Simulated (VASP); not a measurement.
Set up this calculation in VASP 6.6.1, as the native input.

| Property | Result |
| --- | --- |
| Task | relaxation of cell and atoms |
| Functional | PBE |
| Potentials or basis | VASP PAW PBE potentials, release 64 (Zn, S) |
| Cutoff | 600 eV |
| k mesh | 6 × 6 × 4 |
| Occupations | gaussian, width 0.1 eV |
| Spin | no spin polarisation |
| Dipole correction | no |
| Further INCAR settings | ALGO = Normal; EDIFF = 1e-07; IBRION = 2; EDIFFG = -0.04; NSW = 90; ISIF = 3 |

The structure of ZnS3 lies in POSCAR:

```
ZnS3
1.0
    4.7877132448      0.0000000000      0.0000000000
   -2.3938566224      4.1462812960      0.0000000000
    0.0000000000      0.0000000000      4.4198964785
Zn S
1 3
Direct
    0.0000000000      0.0000000000      0.5000000000
    0.5000000000      0.0000000000      0.0000000000
    0.0000000000      0.5000000000      0.0000000000
    0.5000000000      0.5000000000      0.0000000000
```

One way to write it, as run:

INCAR

```
  PREC = Accurate
  ENCUT = 600
  EDIFF = 1E-7
  ISMEAR = 0
  SIGMA = 0.1
  LREAL = F
  LASPH = T
  NELM = 60
  ALGO = Normal
  ISIF = 3
  LWAVE = F
  LCHARG = F
  GGA = PE
  IBRION = 2
  NSW = 90
  EDIFFG = -0.04
```

KPOINTS

```
regular mesh
0
Gamma
  6 6 4
```

Potentials or basis: VASP PAW PBE potentials, release 64 (Zn, S).

The run is started by

```bash
$ cat potpaw_PBE.64/Zn/POTCAR potpaw_PBE.64/S/POTCAR > POTCAR
$ mpirun -np 1 vasp_std > vasp.out
```

It gave:

```yaml
Relaxed_volume: 19.90 Å³/atom
Relaxed_cell: a = 4.850 Å, b = 4.850 Å, c = 3.907 Å, α = 90.00°, β = 90.00°, γ = 120.00°
Space_group_after_relaxing_to_0.05_Å: P6/mmm (No. 191)
Energy_gained_by_relaxing: 13.3 meV/atom
Ionic_steps: 9
Pressure_after_relaxing: 0.0 GPa
Band_gap_on_the_k_mesh: zero (band 15 reaches 5.26 eV, above the bottom of band 16 at 2.42 eV)
```

It took 4.4 min on 1 thread of Intel(R) Xeon(R) Platinum 8259CL CPU @ 2.50GHz (Skylake/Cascade Lake) (shared host), peak memory 0.25 GiB.
